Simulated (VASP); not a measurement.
Set up this calculation in VASP 6.6.1, as the native input.

- Task: single point
- Functional: LDA
- Potentials or basis: VASP PAW LDA potentials, release 64 (Cd, Te)
- Cutoff: 500 eV
- k mesh: 10 × 10 × 10
- Occupations: gaussian, width 0.02 eV
- Spin: no spin polarisation
- Dipole correction: no
- Further INCAR settings: ALGO = Normal; EDIFF = 1e-06; NBANDS = 16

The structure of CdTe lies in POSCAR:

```
CdTe
1.0
    0.0000000000      3.2046335007      3.2046335007
    3.2046335007      0.0000000000      3.2046335007
    3.2046335007      3.2046335007      0.0000000000
Cd Te
1 1
Direct
    0.0000000000      0.0000000000      0.0000000000
    0.2500000000      0.2500000000      0.2500000000
```

The input as run:

INCAR

```
SYSTEM = CdTe
ALGO = Normal
EDIFF = 1E-6
ENCUT = 500
GGA_COMPAT = .FALSE.
ISIF = 2
ISMEAR = 0
LASPH = .TRUE.
LCHARG = .FALSE.
LREAL = .FALSE.
LWAVE = .FALSE.
NBANDS = 16
NELM = 120
PREC = Accurate
SIGMA = 0.02
```

KPOINTS

```
k-points
0
G
  10 10 10
  0 0 0
```

Potentials or basis: VASP PAW LDA potentials, release 64 (Cd, Te).

Command:

```console
$ cat potpaw_LDA.64/Cd/POTCAR potpaw_LDA.64/Te/POTCAR > POTCAR
$ mpirun -np 1 vasp_std > vasp.out
```

It gave:

```json
{
  "Pressure": "0.3 GPa",
  "Band gap on the k mesh": "0.66 eV"
}
```

Caveat: spin-orbit coupling is left out, which moves the levels of the heavy elements.

Wall time 16 s on 1 thread of Intel(R) Xeon(R) 6975P-C (Granite Rapids), on a shared host, peak memory 0.2 GiB.
